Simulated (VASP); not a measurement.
Write the native input for VASP 6.6.1 that does the following.

| Item | Value |
| --- | --- |
| Task | single point |
| Functional | PBEsol |
| Potentials or basis | VASP PAW PBE potentials, release 64 (Mg, I) |
| Cutoff | 520 eV |
| k mesh | 6 × 6 × 4 |
| Occupations | gaussian, width 0.05 eV |
| Spin | no spin polarisation |
| Dipole correction | no |
| Further INCAR settings | ALGO = Normal; EDIFF = 1e-06; NBANDS = 15 |

The structure of MgI2 lies in POSCAR:

```
MgI2
1.0
    4.0290891177      0.0000000000      0.0000000000
   -2.0145445589      3.4892935301      0.0000000000
    0.0000000000      0.0000000000      6.8620000000
Mg I
1 2
Direct
    0.0000000000      0.0000000000      0.0000000000
    0.3333333333      0.6666666667      0.7576300000
    0.6666666667      0.3333333333      0.2423700000
```

This cell differs from its parent crystal: strain -0.030 along x and y, +0.000 along z.

These files were run (other wordings do the same):

INCAR

```
ALGO = Normal ; EDIFF = 1E-6
ENCUT = 520 ; GGA = PS
ISIF = 2 ; ISMEAR = 0
LASPH = True ; LCHARG = False
LREAL = False ; LWAVE = False
NBANDS = 15 ; NELM = 60
PREC = Accurate ; SIGMA = 0.05
```

KPOINTS

```
k-points
0
Gamma
  6 6 4
```

Potentials or basis: VASP PAW PBE potentials, release 64 (Mg, I).

Launch:

```sh
$ cat potpaw_PBE.64/Mg/POTCAR potpaw_PBE.64/I/POTCAR > POTCAR
$ mpirun -np 1 vasp_std > vasp.out
```

It gave:

The pressure is 1.9 GPa. The largest force is 0.196 eV/Å. The band gap on the k mesh is 3.50 eV, indirect (least direct gap 3.88 eV).

Caveat: the cell differs from its parent crystal (strain -0.030 along x and y, +0.000 along z); the PAW data sets were made with another functional, which shifts forces and pressure a little; spin-orbit coupling is left out, which moves the levels of the heavy elements; this functional lacks dispersion, which binds the layers, so the pressure and a relaxed spacing across them are unreliable.

It took 16 s on 1 thread of Intel(R) Xeon(R) Platinum 8559C (Emerald Rapids), with other jobs on the host, peak memory 0.21 GiB.
